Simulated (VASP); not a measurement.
A run of VASP 6.6.1 is set up as follows.

INCAR

```
SYSTEM = Mo
ALGO     = Normal         ! electronic algorithm
EDIFF    = 1E-6           ! SCF threshold, eV
ENCUT    = 520            ! plane-wave cutoff, eV
GGA      = PE             ! functional
ISIF     = 2              ! what is computed and relaxed
ISMEAR   = 0              ! smearing method
LASPH    = .True.         ! aspherical terms in the spheres
LCHARG   = .False.        ! write CHGCAR
LREAL    = .False.        ! projectors in reciprocal space
LWAVE    = .False.        ! write WAVECAR
NBANDS   = 51             ! bands
NELM     = 100            ! most SCF steps
PREC     = Accurate       ! precision mode
SIGMA    = 0.1            ! smearing width, eV
```

Contents of KPOINTS:

```
k-points
0
Gamma
  9 9 9
  0 0 0
```

POSCAR

```
Mo
1.0
    2.5855619765      1.4927749032      4.2600658493
   -2.5855619765      1.4927749032      4.2600658493
    0.0000000000     -2.9855498063      4.2600658493
Mo
6
Direct
    0.0000000000      0.0000000000      0.0000000000
    0.0000000000      0.5000000000      0.0000000000
    0.0000000000      0.0000000000      0.5000000000
    0.5000000000      0.0000000000      0.0000000000
    0.6318324698      0.6318324698      0.6318324698
    0.3681675302      0.3681675302      0.3681675302
```

Potentials or basis: VASP PAW PBE potentials, release 64 (Mo_sv).

Command:

```console
$ cat potpaw_PBE.64/Mo_sv/POTCAR > POTCAR
$ mpirun -np 1 vasp_std > vasp.out
```

Task: What does it give for the pressure?

Result: 0.5 GPa.

Task: What does it give for the largest force?

Result: 0.004 eV/Å.

Task: What does it give for the band gap on the k mesh?

Result: Zero (band 42 reaches 11.55 eV, above the bottom of band 43 at 11.37 eV).

Forces on the atoms (eV/Å):
```
Mo   0.000  0.000  0.000
Mo   0.000  0.000  0.000
Mo   0.000  0.000  0.000
Mo   0.000  0.000  0.000
Mo   0.000  0.000 -0.004
Mo   0.000  0.000  0.004
```
